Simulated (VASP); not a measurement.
The system is CdS.

```
CELL_PARAMETERS angstrom
0.00000 2.75324 2.75324
2.75324 0.00000 2.75324
2.75324 2.75324 0.00000
ATOMIC_POSITIONS crystal
Cd 0.00000 0.00000 0.00000
S 0.50000 0.50000 0.50000
```

- Program: VASP 6.6.1
- Task: relaxation of cell and atoms
- Functional: r2SCAN
- Potentials or basis: VASP PAW PBE potentials, release 64 (Cd, S)
- Cutoff: 600 eV
- k mesh: 6 × 6 × 6
- Occupations: fermi-dirac, width 0.01 eV
- Spin: no spin polarisation

At the start: pressure -1.8 GPa; volume 20.87 Å³/atom.

Where does the relaxation end?

Over 3 steps the energy falls by 2.8 meV/atom and the volume is 20.39 Å³/atom (-2.3 %); space group Fm-3m (No. 225, to 0.05 Å).

The path:
| step | energy change (eV) | largest force (eV/Å) | pressure (GPa) | volume (Å³) |
| --- | --- | --- | --- | --- |
| 1 | 0.0000 | 0.0000 | -1.83 | 41.74 |
| 2 | -0.0043 | 0.0000 | 0.98 | 40.31 |
| 3 | -0.0057 | 0.0000 | 0.00 | 40.77 |

Final structure:
```
CELL_PARAMETERS angstrom
0.00000 2.73177 2.73177
2.73177 0.00000 2.73177
2.73177 2.73177 0.00000
ATOMIC_POSITIONS crystal
Cd 0.00000 0.00000 0.00000
S 0.50000 0.50000 0.50000
```

Caveat: the PAW data sets were made with another functional, which shifts forces and pressure a little.
